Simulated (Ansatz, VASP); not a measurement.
## One calculation of Sb3C5, two programs

```
Sb C
1.0
     4.67760    0.00000    0.00000
     0.00000    4.67760    0.00000
     0.00000    0.00000    4.67760
Sb C
3 5
Cartesian
  2.3388 0.0000 0.0000
  0.0000 2.3388 0.0000
  0.0000 0.0000 2.3388
  0.0000 2.3388 2.3388
  2.3388 0.0000 2.3388
  2.3388 2.3388 0.0000
  0.0000 0.0000 0.0000
  2.3388 2.3388 2.3388
```

Alike in both runs: functional PBE; k mesh 4 × 4 × 4; occupations gaussian, width 0.1 eV; no spin polarisation.

Ansatz relaxed the structure, and its values are those at the end. VASP's run is a single point on that final structure, the one shown.

|  | VASP | Ansatz |
| --- | --- | --- |
| version | VASP 6.6.1 | Ansatz 0.2.0 |
| potentials or method | VASP PAW PBE potentials, release 64 (Sb, C), cutoff 520 eV | scalar-relativistic, plane waves, PAW |
| valence electrons in the cell | 35 | 65 |

```csv
,VASP,Ansatz,Ansatz less VASP
gap on the k mesh at the Fermi level (eV),none,none,-
pressure (GPa),-0.3,-0.2,+0.12
```

A gap of «none» marks a metal or a gap that the smearing closes. With one functional, cell and mesh, what is left measures potentials, basis and numerics. VASP's potentials hold 35 valence electrons a cell and Ansatz's 65, so a difference there can come from the potentials and not from the codes.

Neither program's run includes spin-orbit coupling.
